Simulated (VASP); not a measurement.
Here is a VASP 6.6.1 calculation.

Contents of POSCAR:

```
PbSe
1.0
    3.7843220000      0.0000000000      0.0000000000
    0.0000000000      3.7843220000      0.0000000000
    0.0000000000      0.0000000000      3.7843220000
Pb Se
1 1
Direct
    0.0000000000      0.0000000000      0.0000000000
    0.5000000000      0.5000000000      0.5000000000
```

INCAR.step1

```
PREC = Accurate
ENCUT = 400
EDIFF = 1E-5
ISMEAR = 0
SIGMA = 0.01
LREAL = False
LASPH = True
NELM = 120
ALGO = Normal
ISIF = 2
LWAVE = True
LCHARG = False
NBANDS = 17
GGA = PE
GGA_COMPAT = False
```

The input INCAR.step2:

```
PREC = Accurate
ENCUT = 400
EDIFF = 1E-6
ISMEAR = 0
SIGMA = 0.01
LREAL = False
LASPH = True
NELM = 120
ALGO = Normal
ISIF = 2
LWAVE = False
LCHARG = False
GGA = PE
LHFCALC = True
AEXX = 0.25
PRECFOCK = Normal
NBANDS = 17
ISTART = 1
GGA_COMPAT = False
```

The input KPOINTS:

```
regular mesh
0
Gamma
  3 3 3
```

Potentials or basis: VASP PAW PBE potentials, release 64 (Pb_d, Se).

Command:

```console
$ cat potpaw_PBE.64/Pb_d/POTCAR potpaw_PBE.64/Se/POTCAR > POTCAR
$ cp INCAR.step1 INCAR
$ mpirun -np 1 vasp_std > vasp.out
$ cp INCAR.step2 INCAR
$ mpirun -np 1 vasp_std > vasp.out
```

Question: What does it give for the band gap on the k mesh?

Answer: 2.82 eV, indirect (least direct gap 3.93 eV).

Question: What does it give for the pressure?

Answer: -2.0 GPa.

Caveat: the k points lie up to 0.55 Å⁻¹ apart; the PAW data sets were made with another functional, which shifts forces and pressure a little; spin-orbit coupling is left out, which moves the levels of the heavy elements. A k mesh can miss the band edges.
